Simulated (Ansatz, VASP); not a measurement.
# One calculation of HfO2, two programs

Contents of POSCAR:

```
HfO2
1.0
    0.0000000000      2.5575000000      2.5575000000
    2.5575000000      0.0000000000      2.5575000000
    2.5575000000      2.5575000000      0.0000000000
Hf O
1 2
Direct
    0.0000000000      0.0000000000      0.0000000000
    0.7500000000      0.7500000000      0.7500000000
    0.2500000000      0.2500000000      0.2500000000
```

INCAR.step1

```
ALGO     = Normal         # electronic algorithm
EDIFF    = 1E-5           # SCF threshold, eV
ENCUT    = 520            # plane-wave cutoff, eV
GGA      = PE             # functional
ISIF     = 2              # what is computed and relaxed
ISMEAR   = -1             # smearing method
LASPH    = True           # aspherical terms in the spheres
LCHARG   = False          # write CHGCAR
LREAL    = False          # projectors in reciprocal space
LWAVE    = True           # write WAVECAR
NBANDS   = 18             # bands
NELM     = 100            # most SCF steps
PREC     = Accurate       # precision mode
SIGMA    = 0.05           # smearing width, eV
```

The input INCAR.step2:

```
AEXX     = 1.0            # exact-exchange fraction
AGGAC    = 0.0          
ALDAC    = 0.0          
ALGO     = Normal         # electronic algorithm
EDIFF    = 1E-6           # SCF threshold, eV
ENCUT    = 520            # plane-wave cutoff, eV
GGA      = PE             # functional
ISIF     = 2              # what is computed and relaxed
ISMEAR   = -1             # smearing method
ISTART   = 1            
LASPH    = True           # aspherical terms in the spheres
LCHARG   = False          # write CHGCAR
LHFCALC  = True           # exact exchange
LREAL    = False          # projectors in reciprocal space
LWAVE    = False          # write WAVECAR
NBANDS   = 18             # bands
NELM     = 100            # most SCF steps
PREC     = Accurate       # precision mode
PRECFOCK = Normal       
SIGMA    = 0.05           # smearing width, eV
```

Contents of KPOINTS:

```
k-points
0
Gamma
  5 5 5
```

File input.yaml:

```yaml
crystal:
  lattice:
    - [0.0, 2.5575, 2.5575]
    - [2.5575, 0.0, 2.5575]
    - [2.5575, 2.5575, 0.0]
  atoms:
    - { symbol: Hf, position: [0.0, 0.0, 0.0] }
    - { symbol: O, position: [0.75, 0.75, 0.75] }
    - { symbol: O, position: [0.25, 0.25, 0.25] }
hamiltonian:
  xc: hf
  pseudopotentials: { kind: paw }
kpoints:
  mp_grid: { grid: [5, 5, 5] }
  band_path:
    path:
      - [[0.0, 0.0, 0.0], [0.5, 0.0, 0.5], [0.5, 0.25, 0.75], [0.375, 0.375, 0.75], [0.0, 0.0, 0.0], [0.5, 0.5, 0.5], [0.625, 0.25, 0.625], [0.5, 0.25, 0.75], [0.5, 0.5, 0.5], [0.375, 0.375, 0.75]]
      - [[0.625, 0.25, 0.625], [0.5, 0.0, 0.5]]
    npoints: 4
scf:
  occupations: { method: fermi_dirac, width: 0.05 }
  n_extra_bands: 7
output:
  forces: true
  stress: true
  eigenvalues: true
  fatbands: false
```

Alike in both runs: functional HF; k mesh 5 × 5 × 5; occupations fermi-dirac, width 0.05 eV; no spin polarisation.

|  | VASP | Ansatz |
| --- | --- | --- |
| version | VASP 6.6.1 | Ansatz 0.2.0 |
| potentials or method | VASP PAW PBE potentials, release 64 (Hf_pv, O) | Ansatz PAW |
| plane-wave cutoff (eV) | 520 | 420 |
| valence electrons in the cell | 22 | 38 |
| task | single point | band structure |

VASP gave:

```
gap on the k mesh at the Fermi level (eV) : 14.11
pressure (GPa)                            : -11.3
```

Question: What did Ansatz give for the same quantities?

Answer: gap on the k mesh at the Fermi level (eV): 14.33; pressure (GPa): -4.0.

VASP's potentials were made for PBE, not for HF. One of these differences is far larger than is usual between the two programs; its cause wasn't traced. The functional is the same, so the differences come from potentials, cutoffs and numerics. VASP's potentials hold 22 valence electrons a cell and Ansatz's 38, so a difference there can come from the potentials and not from the codes.

The k mesh is coarse, so the values compare programs but aren't converged. Spin-orbit coupling is off throughout.
